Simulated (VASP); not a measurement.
Runs of VASP 6.6.1 on Al3Pt. The structure is that of space group P-3m1 (No. 164), or close to it. The cells are those of the table. 

| task | cell | k mesh | cutoff (eV) | gap on the mesh (eV) | pressure (GPa) | largest force (eV/Å) |
| --- | --- | --- | --- | --- | --- | --- |
| single point | a = 4.136, b = 4.136, c = 5.009 Å, angles 90.0, 90.0, 120.0°, 4 atoms | 6 × 6 × 4 | 520 | none | -0.1 | 0.01 |
| relaxation of cell and atoms | relaxed from a = 3.900, b = 3.900, c = 5.098 Å, angles 90.0, 90.0, 120.0°, 4 atoms | 6 × 6 × 4 | 600 | none | 0.0 | - |
| single point | a = 3.900, b = 3.900, c = 5.098 Å, angles 90.0, 90.0, 120.0°, 4 atoms | 6 × 6 × 4 | 520 | none | 18.5 | (a) |
| single point | a = 4.136, b = 4.136, c = 5.023 Å, angles 90.0, 90.0, 120.0°, 4 atoms | 12 × 12 × 10 | 520 | none | -0.1 | 0.01 |

Alike in all rows: level PBE; potentials or basis VASP PAW PBE potentials, release 64 (Al, Pt); no spin polarisation; smearing gaussian 0.1 eV.

Problem. Estimate the missing entries.

Solution. (a) 4.04.

Caveats: spin-orbit coupling is left out, which moves the levels of the heavy elements; forces of over 1 eV/Å act on the atoms, so gaps and moduli don't describe the material at rest (some runs).

A k mesh can miss the band edges, and the runs leave out spin-orbit coupling on Pt.

A gap of «none» marks levels without a gap at the run's occupations.
